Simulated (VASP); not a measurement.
A run of VASP 6.6.1:

The input POSCAR:

```
Ta
1.0
    3.1063848428      0.0000000000      0.0000000000
    0.0000000000      3.1063848428      0.0000000000
    0.0000000000      0.0000000000      3.6017648524
Ta
2
Direct
    0.0000000000      0.0000000000      0.0000000000
    0.5000000000      0.5000000000      0.5000000000
```

Contents of INCAR.step1:

```
PREC     = Accurate       # precision mode
ENCUT    = 520            # plane-wave cutoff, eV
ISMEAR   = 0              # smearing method
SIGMA    = 0.1            # smearing width, eV
LREAL    = False          # projectors in reciprocal space
LASPH    = True           # aspherical terms in the spheres
NELM     = 80             # most SCF steps
NBANDS   = 18             # bands
GGA      = PE             # functional
ALGO     = Normal         # electronic algorithm
EDIFF    = 1E-4           # SCF threshold, eV
LWAVE    = True           # write WAVECAR
LCHARG   = False          # write CHGCAR
```

The input INCAR.step2:

```
PREC     = Accurate       # precision mode
ENCUT    = 520            # plane-wave cutoff, eV
EDIFF    = 1E-6           # SCF threshold, eV
ISMEAR   = 0              # smearing method
SIGMA    = 0.1            # smearing width, eV
LREAL    = False          # projectors in reciprocal space
LASPH    = True           # aspherical terms in the spheres
NELM     = 80             # most SCF steps
ALGO     = Normal         # electronic algorithm
ISIF     = 2              # what is computed and relaxed
LWAVE    = False          # write WAVECAR
LCHARG   = True           # write CHGCAR
METAGGA  = R2SCAN         # meta-GGA
LMIXTAU  = True         
LELF     = True           # ELF
LVHAR    = True         
NBANDS   = 18             # bands
ISTART   = 1
```

Contents of KPOINTS:

```
Automatic mesh
0
Gamma
  16 16 16
```

Potentials or basis: VASP PAW PBE potentials, release 64 (Ta_pv).

Launch:

```bash
$ cat potpaw_PBE.64/Ta_pv/POTCAR > POTCAR
$ cp INCAR.step1 INCAR
$ mpirun -np 1 vasp_std > vasp.out
$ cp INCAR.step2 INCAR
$ mpirun -np 1 vasp_std > vasp.out
```

Hardware: 1 thread of Intel Xeon 8259CL, with other jobs on the host.

Question: Estimate the wall time of this run.

Answer: Run time: 14 min on 1 thread of Intel Xeon 8259CL (shared host), peak memory 0.32 GiB. Counts: k points 405.
